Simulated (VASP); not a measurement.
A run of VASP 6.6.1:

Contents of INCAR:

```
PREC = Accurate
ENCUT = 520
EDIFF = 1E-8
ISMEAR = -1
SIGMA = 0.08
LREAL = False
LASPH = True
NELM = 80
ALGO = Normal
ISIF = 2
LWAVE = False
LCHARG = False
GGA = PE
LEFG = True
NBANDS = 16
```

Contents of KPOINTS:

```
regular mesh
0
Gamma
  10 10 10
```

File POSCAR:

```
InAs
1.0
    0.0000000000      3.0240000000      3.0240000000
    3.0240000000      0.0000000000      3.0240000000
    3.0240000000      3.0240000000      0.0000000000
In As
1 1
Direct
    0.0000000000      0.0000000000      0.0000000000
    0.7500000000      0.7500000000      0.7500000000
```

Potentials or basis: VASP PAW PBE potentials, release 64 (In_d, As).

Run with:

```sh
$ cat potpaw_PBE.64/In_d/POTCAR potpaw_PBE.64/As/POTCAR > POTCAR
$ mpirun -np 1 vasp_std > vasp.out
```

Hardware: 1 thread of Intel(R) Xeon(R) 6975P-C (Granite Rapids) (shared host).

Question: How long does it take, and how much memory?

Answer: Wall time 16 s on 1 thread of Intel(R) Xeon(R) 6975P-C (Granite Rapids), on a shared host, peak memory 0.19 GiB. Counts: scf iterations 17, k points 47.
